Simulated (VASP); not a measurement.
**Ti3C2: single point with PBEsol**

Ti3C2:

```xyz
10
Lattice="2.9204 0.0000 0.0000 -1.4602 2.5291 0.0000 0.0000 0.0000 15.3443" Properties=species:S:1:pos:R:3 pbc="T T T"
Ti    0.0000    1.6861   12.9228
Ti    1.4602    0.8430    5.2506
Ti    1.4602    0.8430    2.4215
Ti    0.0000    1.6861   10.0937
Ti    0.0000    0.0000    0.0000
Ti    0.0000    0.0000    7.6721
C     1.4602    0.8430   14.0283
C     0.0000    1.6861    6.3562
C     1.4602    0.8430    8.9881
C     0.0000    1.6861    1.3160
```

This cell differs from its parent crystal: biaxial strain in the a-b plane: -4.0 %.

- Program: VASP 6.6.1
- Task: single point
- Functional: PBEsol
- Potentials or basis: VASP PAW PBE potentials, release 64 (Ti_sv, C)
- Cutoff: 520 eV
- k mesh: 12 × 12 × 4
- Occupations: gaussian, width 0.1 eV
- Spin: no spin polarisation

```
Pressure               : 12.7 GPa
Largest force          : 0.285 eV/Å
Band gap on the k mesh : zero (bands 44 and 45 overlap by 0.26 eV)
```

Forces on the atoms (eV/Å):
```
Ti   0.000  0.000 -0.285
Ti   0.000  0.000 -0.285
Ti   0.000  0.000  0.285
Ti   0.000  0.000  0.285
Ti   0.000  0.000  0.000
Ti   0.000  0.000  0.000
C    0.000  0.000  0.171
C    0.000  0.000  0.171
C    0.000  0.000 -0.171
C    0.000  0.000 -0.171
```

Stress tensor (GPa, compression positive):
```
20.15  0.00  0.00
 0.00 20.15  0.00
 0.00  0.00 -2.31
```

Levels at points of the mesh, in eV from the Fermi level:
```tsv
k point	band 42	band 43	band 44	band 45	band 46	band 47
(0.00, 0.00, 0.00)	-1.56	-0.21	0.01	0.62	0.62	0.73
(0.50, 0.00, 0.00)	-1.66	-1.09	-1.04	0.51	0.84	1.63
(0.00, 0.00, 0.50)	-1.60	-0.11	-0.11	0.67	0.67	0.67
(0.50, 0.00, 0.50)	-1.73	-1.06	-1.06	0.65	0.65	1.85
```

It took 5.6 min on 1 thread of Intel(R) Xeon(R) 6975P-C (Granite Rapids) (shared host), peak memory 0.41 GiB.

Caveat: the cell differs from its parent crystal (biaxial strain in the a-b plane: -4.0 %); the stress differs along the axes, from -2 to 20 GPa; the PAW data sets were made with another functional, which shifts forces and pressure a little.
